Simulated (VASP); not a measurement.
# WS2 in VASP: notebook

WS2 is run at these levels: PBEsol+D3(BJ); tasks: single point.

All numbers are computed with VASP 6.6.1; they aren't measurements. Logs are shortened: lines on timing, memory, paths and dates and some standing lists are left out, and cuts for length are marked.

**1. The cell of the first run**

The cell holds a slab with vacuum, 3 atoms: a = 3.124 Å, b = 3.124 Å, c = 16.938 Å, α = 90.00°, β = 90.00°, γ = 120.00°.

**2. Single point, PBEsol+D3(BJ) (atoms displaced along several vibrational modes)**

INCAR reads:

```
SYSTEM = WS2
ALGO     = Normal         ! electronic algorithm
EDIFF    = 1E-7           ! SCF threshold, eV
ENCUT    = 520            ! plane-wave cutoff, eV
GGA      = PS             ! functional
ISIF     = 2              ! what is computed and relaxed
ISMEAR   = 0              ! smearing method
IVDW     = 12             ! dispersion correction
LASPH    = .TRUE.         ! aspherical terms in the spheres
LCHARG   = .FALSE.        ! write CHGCAR
LREAL    = .FALSE.        ! projectors in reciprocal space
LWAVE    = .FALSE.        ! write WAVECAR
NBANDS   = 20             ! bands
NELM     = 80             ! most SCF steps
PREC     = Accurate       ! precision mode
SIGMA    = 0.05           ! smearing width, eV
```

KPOINTS reads:

```
k-points
0
G
  12 12 2
  0 0 0
```

POSCAR reads:

```
WS2
1.0
    3.1239380587      0.0000000000      0.0000000000
   -1.5619690294      2.7054097187      0.0000000000
    0.0000000000      0.0000000000     16.9375357456
W S
1 2
Direct
    0.3333333333      0.6666666667      0.0000000000
    0.6569353598      0.3333333333      0.9071511715
    0.6763979736      0.3333333333      0.0928488285
```

Potentials or basis: VASP PAW PBE potentials, release 64 (W_sv, S).

Run with:

```bash
$ cat potpaw_PBE.64/W_sv/POTCAR potpaw_PBE.64/S/POTCAR > POTCAR
$ mpirun -np 1 vasp_std > vasp.out
```

OUTCAR:

```text
SYSTEM = WS2
   EDIFF = 1E-7
   ENCUT = 520
   GGA = PS
   ISIF = 2
   ISMEAR = 0
   IVDW = 12
   LASPH = .TRUE.
   LREAL = .FALSE.
   NELM = 80
   PREC = Accurate
 IVDW          = 12

 ion  position               nearest neighbor table
   1  0.333  0.667  0.000-   3 2.37   2 2.37   2 2.39   3 2.39   2 2.41   3 2.41
   2  0.657  0.333  0.907-   1 2.37   1 2.39   1 2.41
   3  0.676  0.333  0.093-   1 2.37   1 2.39   1 2.41

  LATTYP: Found a hexagonal cell.
 ALAT       =     3.1239380587
 C/A-ratio  =     5.4218538996

  Lattice vectors:

 A1 = (   3.1239380587,   0.0000000000,   0.0000000000)
 A2 = (  -1.5619690294,   2.7054097187,   0.0000000000)
 A3 = (   0.0000000000,   0.0000000000,  16.9375357456)

Analysis of symmetry for initial positions (statically):
=====================================================================
 Subroutine PRICEL returns:
 Original cell was already a primitive cell.

 Routine SETGRP: Setting up the symmetry group for a
 hexagonal supercell.

 Subroutine GETGRP returns: Found  2 space group operations
 (whereof  2 operations were pure point group operations)
 out of a pool of 24 trial point group operations.

The static configuration has the point symmetry C_2 .

Analysis of symmetry for dynamics (positions and initial velocities):
=====================================================================
 Subroutine PRICEL returns:
 Original cell was already a primitive cell.

 Routine SETGRP: Setting up the symmetry group for a
 hexagonal supercell.

 Subroutine GETGRP returns: Found  2 space group operations
 (whereof  2 operations were pure point group operations)
 out of a pool of 24 trial point group operations.

The dynamic configuration has the point symmetry C_2 .

 Subroutine INISYM returns: Found  2 space group operations
 (whereof  2 operations are pure point group operations),
 and found     1 'primitive' translations

----------------------------------------------------------------------------------------

                                     Primitive cell

  volume of cell :     143.1481

  direct lattice vectors                    reciprocal lattice vectors
     3.123938059  0.000000000  0.000000000     0.320108780  0.184814890  0.000000000
    -1.561969029  2.705409719  0.000000000     0.000000000  0.369629780  0.000000000
     0.000000000  0.000000000 16.937535746     0.000000000  0.000000000  0.059040466

  length of vectors
     3.123938059  3.123938059 16.937535746     0.369629780  0.369629780  0.059040466

  position of ions in fractional coordinates (direct lattice)
     0.333333333  0.666666667  0.000000000
     0.656935360  0.333333333  0.907151171
     0.676397974  0.333333333  0.092848829

  ion indices of the primitive-cell ions
   primitive index   ion index
                 1           1
                 2           2
                 3           3

----------------------------------------------------------------------------------------

 KPOINTS: k-points

Automatic generation of k-mesh.
 Grid dimensions read from file:
 generate k-points for:   12   12    2

 Generating k-lattice:

  Cartesian coordinates                     Fractional coordinates (reciprocal lattice)
     0.026675732  0.015401241  0.000000000     0.083333333  0.000000000  0.000000000
     0.000000000  0.030802482  0.000000000     0.000000000  0.083333333  0.000000000
     0.000000000  0.000000000  0.029520233     0.000000000  0.000000000  0.500000000

  Length of vectors
     0.030802482  0.030802482  0.029520233

  Shift w.r.t. Gamma in fractional coordinates (k-lattice)
     0.000000000  0.000000000  0.000000000

 Subroutine IBZKPT returns following result:
 ===========================================

 Found     86 irreducible k-points:

 Following reciprocal coordinates:
            Coordinates               Weight
  0.000000  0.000000  0.000000      1.000000
  0.083333 -0.000000  0.000000      4.000000
  0.000000  0.083333  0.000000      2.000000
  0.166667  0.000000  0.000000      4.000000
  0.000000  0.166667  0.000000      2.000000
  0.250000 -0.000000  0.000000      4.000000
[... 16 lines left out ...]
 -0.083333  0.416667  0.000000      4.000000
 -0.416667  0.333333  0.000000      4.000000
 [... further k-points ...]
   k-points           NKPTS =     86   k-points in BZ     NKDIM =     86   number of bands    NBANDS=     20
   number of dos      NEDOS =    301   number of ions     NIONS =      3
   total plane-waves  NPLWV =  72576
   dimension x,y,z NGX =    24 NGY =   24 NGZ =  126
   dimension x,y,z NGXF=    48 NGYF=   48 NGZF=  252
   ions per type =               1   2
   NGX,Y,Z   is equivalent  to a cutoff of  12.77, 12.77, 12.37 a.u.
   NGXF,Y,Z  is equivalent  to a cutoff of  25.54, 25.54, 24.73 a.u.
 SYSTEM =  WS2
   PREC   = accura    normal or accurate (medium, high low for compatibility)
   ISTART =      0    job   : 0-new  1-cont  2-samecut
   ICHARG =      2    charge: 1-file 2-atom 10-const
   ISPIN  =      1    spin polarized calculation?
   LNONCOLLINEAR =      F non collinear calculations
   LSORBIT =      F    spin-orbit coupling
   LASPH  =      T    aspherical Exc in radial PAW
   ENCUT  =  520.0 eV  38.22 Ry    6.18 a.u.   5.81  5.81 31.49*2*pi/ulx,y,z
   NELM   =     80;   NELMIN=  2; NELMDL= -5     # of ELM steps
   EDIFF  = 0.1E-06   stopping-criterion for ELM
   LREAL  =      F    real-space projection
   EDIFFG = 0.1E-05   stopping-criterion for IOM
   NSW    =      0    number of steps for IOM
   IBRION =     -1    ionic relax: 0-MD 1-quasi-New 2-CG
   NFREE  =      0    steps in history (QN), initial steepest desc. (CG)
   ISIF   =      2    stress and relaxation
   ISYM   =      2    0-nonsym 1-usesym 2-fastsym
   POTIM  = 0.5000    time-step for ionic-motion
   TEBEG  =    0.0;   TEEND  =   0.0 temperature during run
   PSTRESS=    0.0 pullay stress
   NELECT =      26.0000    total number of electrons
   NUPDOWN=      -1.0000    fix difference up-down
   EMIN   =  10.00;   EMAX   =-10.00  energy-range for DOS
   EFERMI =   0.00;   METHOD = LEGACY
   ISMEAR =     0;   SIGMA  =   0.05  broadening in eV -4-tet -1-fermi 0-gaus
   EFERMI_NEDOS =   21; number of points for ismear=-14 and -15
   IALGO  =     38    algorithm
   IMIX   =      4    mixing-type and parameters
     AMIX     =   0.40;   BMIX     =  1.00
     AMIX_MAG =   1.60;   BMIX_MAG =  1.00
  volume/ion in A,a.u.               =      47.72       322.00
  Fermi-wavevector in a.u.,A,eV,Ry     =   0.927123  1.752009 11.694985  0.859557
  Thomas-Fermi vector in A             =   2.053159
   LORBIT       =      0    0 simple, 1 ext, 2 COOP (PROOUT), +10 PAW based schemes
   GGA     = PS    functional components
   LHFCALC =     F    Hartree Fock is set to
   AEXX    =    0.0000 exact exchange contribution
   IVDW    =    12    specifies the selected vdW correction
   LEPSILON=     F    determine dielectric tensor
   LRPA    =     F    only Hartree local field effects (RPA)
 non-spin polarized calculation
 Gauss-broadening in eV      SIGMA  =   0.05
  energy-cutoff  :      520.00
  volume of cell :      143.15
 maximum number of plane-waves:      3892
   NGX = 11   NGY = 11   NGZ = 63

 number of electron      26.0000001 magnetization

 Free energy of the ion-electron system (eV)
  ---------------------------------------------------
  ext. energy  EPLUGINS =         0.00000000
  ---------------------------------------------------
  free energy    TOTEN  =       -25.23378524 eV

  energy without entropy =      -25.23378524  energy(sigma->0) =      -25.23378524

 E-fermi :  -0.6055     XC(G=0):  -4.6371

 val. band max:       -1.0601315320   @ k =   0.3333   0.3333   0.0000
 cond. band min:       0.9255160684   @ k =  -0.3333   0.1667   0.0000
 fundamental gap:      1.9856476004
 Fermi energy:        -0.6054812507

 k-point     1 :       0.0000    0.0000    0.0000
  band No.  band energies     occupation
      1     -74.9404      2.00000
      2     -39.2386      2.00000
      3     -39.0174      2.00000
      4     -39.0171      2.00000
      5     -16.0313      2.00000
      6     -14.3380      2.00000
[... 12 lines left out ...]
     19       4.4539      0.00000
     20       4.6634      0.00000

 k-point     2 :       0.0833   -0.0000    0.0000
  band No.  band energies     occupation
      1     -74.9389      2.00000
      2     -39.2335      2.00000
      3     -39.0455      2.00000
      4     -39.0236      2.00000
      5     -15.9069      2.00000
      6     -14.2913      2.00000
[... 12 lines left out ...]
     19       4.5970      0.00000
     20       5.1135      0.00000

 k-point     3 :       0.0000    0.0833    0.0000
  band No.  band energies     occupation
      1     -74.9389      2.00000
      2     -39.2335      2.00000
      3     -39.0452      2.00000
      4     -39.0238      2.00000
      5     -15.9069      2.00000
      6     -14.2913      2.00000
[... 12 lines left out ...]
     19       4.5971      0.00000
     20       5.1146      0.00000

 k-point     4 :       0.1667    0.0000    0.0000
  band No.  band energies     occupation
      1     -74.9349      2.00000
      2     -39.2195      2.00000
      3     -39.1217      2.00000
      4     -39.0413      2.00000
      5     -15.5520      2.00000
      6     -14.1585      2.00000
[... 12 lines left out ...]
     19       5.0092      0.00000
     20       5.9146      0.00000

 k-point     5 :       0.0000    0.1667    0.0000
  band No.  band energies     occupation
      1     -74.9349      2.00000
      2     -39.2195      2.00000
      3     -39.1215      2.00000
      4     -39.0415      2.00000
      5     -15.5519      2.00000
      6     -14.1586      2.00000
[... 12 lines left out ...]
     19       5.0094      0.00000
     20       5.9162      0.00000
[... 353 lines left out ...]
      6     -13.8253      2.00000
[... 12 lines left out ...]
     19       6.0810      0.00000
     20       6.6044      0.00000

 k-point    22 :       0.3333    0.0833    0.0000
  band No.  band energies     occupation
      1     -74.9211      2.00000
      2     -39.3624      2.00000
      3     -39.1714      2.00000
      4     -39.1146      2.00000
      5     -14.0765      2.00000
      6     -13.6220      2.00000
[... 12 lines left out ...]
     19       6.5996      0.00000
     20       6.6412      0.00000

 k-point    23 :      -0.0833    0.4167    0.0000
  band No.  band energies     occupation
      1     -74.9211      2.00000
      2     -39.3622      2.00000
      3     -39.1714      2.00000
      4     -39.1148      2.00000
      5     -14.0764      2.00000
      6     -13.6219      2.00000
[... 12 lines left out ...]
     19       6.6037      0.00000
     20       6.6383      0.00000

 k-point    24 :      -0.4167    0.3333    0.0000
  band No.  band energies     occupation
      1     -74.9211      2.00000
      2     -39.3624      2.00000
      3     -39.1714      2.00000
      4     -39.1146      2.00000
      5     -14.0766      2.00000
      6     -13.6218      2.00000
[... 12 lines left out ...]
     19       6.5890      0.00000
     20       6.6512      0.00000

 [... further k-points ...]

------------------------ aborting loop because EDIFF is reached ----------------------------------------

 Edisp (eV)   -0.75937

 E8    (eV) :    -0.5104

  FORCE on cell =-STRESS in cart. coord.  units (eV):
  Direction    XX          YY          ZZ          XY          YZ          ZX
  --------------------------------------------------------------------------------------
  -------------------------------------------------------------------------------------
  Total       0.03382     0.03250     0.05100    -0.00000     0.00000    -1.00132
  in kB       0.37853     0.36374     0.57083    -0.00000     0.00000   -11.20719
  external pressure =        0.44 kB  Pullay stress =        0.00 kB

 VOLUME and BASIS-vectors are now :
 -----------------------------------------------------------------------------
  energy-cutoff  :      520.00
  volume of cell :      143.15
      direct lattice vectors                 reciprocal lattice vectors
     3.123938059  0.000000000  0.000000000     0.320108780  0.184814890  0.000000000
    -1.561969029  2.705409719  0.000000000     0.000000000  0.369629780  0.000000000
     0.000000000  0.000000000 16.937535746     0.000000000  0.000000000  0.059040466

 POSITION                                       TOTAL-FORCE (eV/Angst)
 -----------------------------------------------------------------------------------
     -0.00000      1.80361      0.00000        -0.000000      0.015945      0.000000
      1.53157      0.90180     15.36491         0.318345     -0.007972     -0.029758
      1.59237      0.90180      1.57263        -0.318345     -0.007972      0.029758
 -----------------------------------------------------------------------------------
    total drift:                               -0.000000      0.000006     -0.000000

  FREE ENERGIE OF THE ION-ELECTRON SYSTEM (eV)
  ---------------------------------------------------
  free  energy   TOTEN  =       -25.9931596931 eV

  energy  without entropy=      -25.9931596931  energy(sigma->0) =      -25.99315969
```

Run time: 8.7 min. Hardware: 1 thread of Intel Xeon 8259CL, shared host; peak memory 0.41 GiB.

What came out:

```
Free energy                : -25.9932 eV
Largest force              : 0.320 eV/Å
Band gap on the k mesh     : 1.99 eV (least direct gap 2.04 eV)
Dispersion energy per atom : -0.253 eV
```

Forces on the atoms (eV/Å):
```
W    0.000  0.016  0.000
S    0.318 -0.008 -0.030
S   -0.318 -0.008  0.030
```

Caveat: the cell differs from its parent crystal (atoms displaced along several vibrational modes); there is no dipole correction, which matters where the two faces differ; the PAW data sets were made with another functional, which shifts forces and pressure a little; spin-orbit coupling is left out, which moves the levels of the heavy elements.

**3. Single point, PBEsol+D3(BJ) (atoms displaced along several vibrational modes)**

INCAR reads:

```
SYSTEM = WS2
  ALGO = Normal
  EDIFF = 1E-6
  ENCUT = 520
  GGA = PS
  ISIF = 2
  ISMEAR = 0
  IVDW = 12
  LASPH = .True.
  LCHARG = .False.
  LREAL = .False.
  LWAVE = .False.
  NBANDS = 20
  NELM = 80
  PREC = Accurate
  SIGMA = 0.05
```

KPOINTS reads:

```
k-points
0
Gamma
  12 12 2
  0 0 0
```

POSCAR reads:

```
WS2
1.0
    3.1239380587      0.0000000000      0.0000000000
   -1.5619690294      2.7054097187      0.0000000000
    0.0000000000      0.0000000000     16.9375357456
W S
1 2
Direct
    0.3333333333      0.6666666667      0.0012108228
    0.6618010132      0.3333333333      0.9036795921
    0.6715323201      0.3333333333      0.0893772491
```

Potentials or basis: VASP PAW PBE potentials, release 64 (W_sv, S).

Run with:

```bash
$ cat potpaw_PBE.64/W_sv/POTCAR potpaw_PBE.64/S/POTCAR > POTCAR
$ mpirun -np 1 vasp_std > vasp.out
```

Run time: 13 min. Hardware: 1 thread of Intel Xeon 8259CL, shared host; peak memory 0.54 GiB.

The run converged. Its results:

```yaml
Free_energy: -25.8928 eV
Largest_force: 2.710 eV/Å
Band_gap_on_the_k_mesh: 1.95 eV (least direct gap 2.04 eV)
Dispersion_energy_per_atom: -0.253 eV
```

Forces in eV/Å, atoms in the order of the input:
```
W    0.061  0.004 -2.709
S    0.131 -0.001  1.215
S   -0.192 -0.003  1.495
```

Levels at points of the mesh, in eV from the valence-band top:
| k point | band 11 | band 12 | band 13 | band 14 | band 15 | band 16 |
| --- | --- | --- | --- | --- | --- | --- |
| (0.00, 0.00, 0.00) | -1.40 | -1.40 | -0.09 | 2.85 | 2.91 | 3.43 |
| (0.50, 0.00, 0.00) | -2.22 | -1.06 | -0.94 | 3.13 | 3.44 | 4.11 |
| (0.00, 0.50, 0.00) | -2.22 | -1.06 | -0.93 | 3.13 | 3.45 | 4.12 |
| (0.50, 0.50, 0.00) | -2.23 | -1.05 | -0.91 | 3.13 | 3.46 | 4.13 |
| (0.00, 0.00, 0.50) | -1.40 | -1.40 | -0.09 | 2.85 | 2.91 | 3.43 |
| (0.50, 0.00, 0.50) | -2.22 | -1.06 | -0.94 | 3.13 | 3.44 | 4.11 |
| (0.00, 0.50, 0.50) | -2.22 | -1.06 | -0.93 | 3.13 | 3.45 | 4.12 |
| (0.50, 0.50, 0.50) | -2.23 | -1.05 | -0.91 | 3.13 | 3.46 | 4.13 |

Caveat: the cell differs from its parent crystal (atoms displaced along several vibrational modes); there is no dipole correction, which matters where the two faces differ; the PAW data sets were made with another functional, which shifts forces and pressure a little; spin-orbit coupling is left out, which moves the levels of the heavy elements.
